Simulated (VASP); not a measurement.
A run of VASP 6.6.1 is set up as follows.

Contents of INCAR:

```
SYSTEM = TiMoSe4
PREC = Accurate
ENCUT = 520
EDIFF = 1E-6
ISMEAR = 0
SIGMA = 0.15
LREAL = .FALSE.
LASPH = .TRUE.
NELM = 150
ALGO = Normal
ISIF = 2
LWAVE = .FALSE.
LCHARG = .FALSE.
ISPIN = 2
MAGMOM = 1 1 0 0 0 0
LORBIT = 11
LMAXMIX = 4
GGA = PE
NBANDS = 38
```

KPOINTS

```
regular mesh
0
G
  4 4 1
  0 0 0
```

Contents of POSCAR:

```
TiMoSe4
1.0
    3.4093668315      0.0000000000      0.0000000000
   -1.7046834158      2.9525982869      0.0000000000
    0.0000000000      0.0000000000     14.3516587681
Ti Mo Se
1 1 4
Direct
    0.0000000000      0.0000000000      0.5000000000
    0.6666666667      0.3333333333      0.0000000000
    0.6666666667      0.3333333333      0.6135864382
    0.0000000000      0.0000000000      0.8858126395
    0.0000000000      0.0000000000      0.1141873605
    0.6666666667      0.3333333333      0.3864135618
```

Potentials or basis: VASP PAW PBE potentials, release 64 (Ti_sv, Mo_sv, Se).

Command:

```console
$ cat potpaw_PBE.64/Ti_sv/POTCAR potpaw_PBE.64/Mo_sv/POTCAR potpaw_PBE.64/Se/POTCAR > POTCAR
$ mpirun -np 1 vasp_std > vasp.out
```

Task: Predict the pressure.

Result: 0.3 GPa.

Task: Predict the band gap on the k mesh.

Result: 0.26 eV, indirect (least direct gap 0.73 eV).

Forces in eV/Å, atoms in the order of the input:
```
Ti   0.000  0.000  0.000
Mo   0.000  0.000  0.000
Se   0.000  0.000  0.041
Se   0.000  0.000 -0.010
Se   0.000  0.000  0.010
Se   0.000  0.000 -0.041
```

Caveat: the k points lie up to 0.53 Å⁻¹ apart; this functional lacks dispersion, which binds the layers, so the pressure and a relaxed spacing across them are unreliable. A k mesh can miss the band edges.
